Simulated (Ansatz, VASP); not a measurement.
**One calculation of KCdCO3F, two programs**

The input INCAR:

```
SYSTEM = KCdCO3F
PREC = Accurate ; ENCUT = 520
EDIFF = 1E-6 ; ISMEAR = 0
SIGMA = 0.1 ; LREAL = .False.
LASPH = .True. ; NELM = 60
ALGO = Normal ; ISIF = 2
LWAVE = .False. ; LCHARG = .False.
GGA = PE ; NBANDS = 34
```

Contents of KPOINTS:

```
Automatic mesh
0
Gamma
  6 6 4
  0 0 0
```

Contents of POSCAR:

```
KCdCO3F
1.0
    5.1324000000      0.0000000000      0.0000000000
   -2.5662000000      4.4447887824      0.0000000000
    0.0000000000      0.0000000000      4.4324000000
K Cd C O F
1 1 1 3 1
Direct
    0.0000000000      0.0000000000      0.0000000000
    0.6666666667      0.3333333333      0.5000000000
    0.3333333333      0.6666666667      0.5000000000
    0.1925000000      0.3850000000      0.5000000000
    0.1925000000      0.8075000000      0.5000000000
    0.6150000000      0.8075000000      0.5000000000
    0.6666666667      0.3333333333      0.0000000000
```

Input for Ansatz:

```yaml
crystal:
  lattice:
    - [5.1324, 0.0, 0.0]
    - [-2.5662, 4.4447887824, 0.0]
    - [0.0, 0.0, 4.4324]
  atoms:
    - { symbol: K, position: [0.0, 0.0, 0.0] }
    - { symbol: Cd, position: [0.6666666667, 0.3333333333, 0.5] }
    - { symbol: C, position: [0.3333333333, 0.6666666667, 0.5] }
    - { symbol: O, position: [0.1925, 0.385, 0.5] }
    - { symbol: O, position: [0.1925, 0.8075, 0.5] }
    - { symbol: O, position: [0.615, 0.8075, 0.5] }
    - { symbol: F, position: [0.6666666667, 0.3333333333, 0.0] }
basis:
  ecutwfc: 600.0
kpoints:
  mp_grid: { grid: [6, 6, 4] }
hamiltonian:
  xc: pbe
scf:
  occupations: { method: gaussian, width: 0.1 }
output:
  forces: true
  stress: true
  eigenvalues: true
```

Alike in both runs: task single point; functional PBE; k mesh 6 × 6 × 4; occupations gaussian, width 0.1 eV; no spin polarisation.

|  | VASP | Ansatz |
| --- | --- | --- |
| version | VASP 6.6.1 | Ansatz 0.2.0 |
| potentials or method | VASP PAW PBE potentials, release 64 (K_sv, Cd, C, O, F), cutoff 520 eV | scalar-relativistic, plane waves, PAW |
| valence electrons in the cell | 50 | 58 |

Ansatz gave:

```
gap on the k mesh at the Fermi level (eV)                     : 1.71
least direct gap on the mesh (eV)                             : 1.72
pressure (GPa)                                                : 6.1
traceless stress, the component that is largest in VASP (GPa) : -5.14
rms of the force components (eV/Å)                            : 1.177
```

**Question.** Estimate VASP's values.

**Answer.** gap on the k mesh at the Fermi level (eV): 1.69; least direct gap on the mesh (eV): 1.69; pressure (GPa): 7.0; traceless stress, the component that is largest in VASP (GPa): -5.64; rms of the force components (eV/Å): 1.303.

Atom by atom the forces differ by 0.126 eV/Å (rms over components). The functional is the same, so the differences come from potentials, cutoffs and numerics. VASP's potentials hold 50 valence electrons a cell and Ansatz's 58, so a difference there can come from the potentials and not from the codes.

Noted on VASP's run: the standard files for N, O and F lose accuracy on very short bonds.
